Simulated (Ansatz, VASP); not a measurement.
# V3Si: VASP beside Ansatz

INCAR

```
SYSTEM = V3Si
ALGO = Normal ; EDIFF = 1E-6
ENCUT = 500 ; GGA = PE
GGA_COMPAT = .False. ; ISIF = 2
ISMEAR = -1 ; ISPIN = 2
LASPH = .True. ; LCHARG = .False.
LMAXMIX = 4 ; LORBIT = 11
LREAL = .False. ; LWAVE = .False.
MAGMOM = 0 0 2 2 2 2 2 2 ; NBANDS = 57
NELM = 200 ; PREC = Accurate
SIGMA = 0.1
```

The input KPOINTS:

```
k-points
0
Gamma
  5 5 5
  0 0 0
```

Contents of POSCAR:

```
V3Si
1.0
    4.7060000000      0.0000000000      0.0000000000
    0.0000000000      4.7060000000      0.0000000000
    0.0000000000      0.0000000000      4.7060000000
Si V
2 6
Direct
    0.0000000000      0.0000000000      0.0000000000
    0.5000000000      0.5000000000      0.5000000000
    0.2500000000      0.0000000000      0.5000000000
    0.5000000000      0.7500000000      0.0000000000
    0.7500000000      0.0000000000      0.5000000000
    0.5000000000      0.2500000000      0.0000000000
    0.0000000000      0.5000000000      0.7500000000
    0.0000000000      0.5000000000      0.2500000000
```

Input for Ansatz:

```yaml
crystal:
  lattice:
    - [4.706, 0.0, 0.0]
    - [0.0, 4.706, 0.0]
    - [0.0, 0.0, 4.706]
  atoms:
    - { symbol: Si, position: [0.0, 0.0, 0.0] }
    - { symbol: Si, position: [0.5, 0.5, 0.5] }
    - { symbol: V, position: [0.25, 0.0, 0.5], spin: 2.0 }
    - { symbol: V, position: [0.5, 0.75, 0.0], spin: 2.0 }
    - { symbol: V, position: [0.75, 0.0, 0.5], spin: 2.0 }
    - { symbol: V, position: [0.5, 0.25, 0.0], spin: 2.0 }
    - { symbol: V, position: [0.0, 0.5, 0.75], spin: 2.0 }
    - { symbol: V, position: [0.0, 0.5, 0.25], spin: 2.0 }
magnetization:
  spin_polarized: true
hamiltonian:
  xc: pbe
  pseudopotentials: { kind: paw }
basis:
  ecutwfc: 420
kpoints:
  mp_grid: { grid: [5, 5, 5] }
scf:
  occupations: { method: fermi_dirac, width: 0.1 }
  lower_state_search: "off"
output:
  forces: true
  stress: true
```

Alike in both runs: task single point; functional PBE; k mesh 5 × 5 × 5; occupations fermi-dirac, width 0.1 eV; collinear spin.

```csv
,VASP,Ansatz
version,VASP 6.6.1,Ansatz 0.2.0
potentials or method,"VASP PAW PBE potentials, release 64 (Si, V_sv), cutoff 500 eV","PAW, plane waves, scalar-relativistic"
valence electrons in the cell,86,86
```

|  | VASP | Ansatz | Ansatz less VASP |
| --- | --- | --- | --- |
| pressure (GPa) | -0.2 | -0.4 | -0.14 |
| net moment per atom (μB) | 0.00 | 0.00 | -0.001 |

Ansatz's warnings: seeded moment not kept.
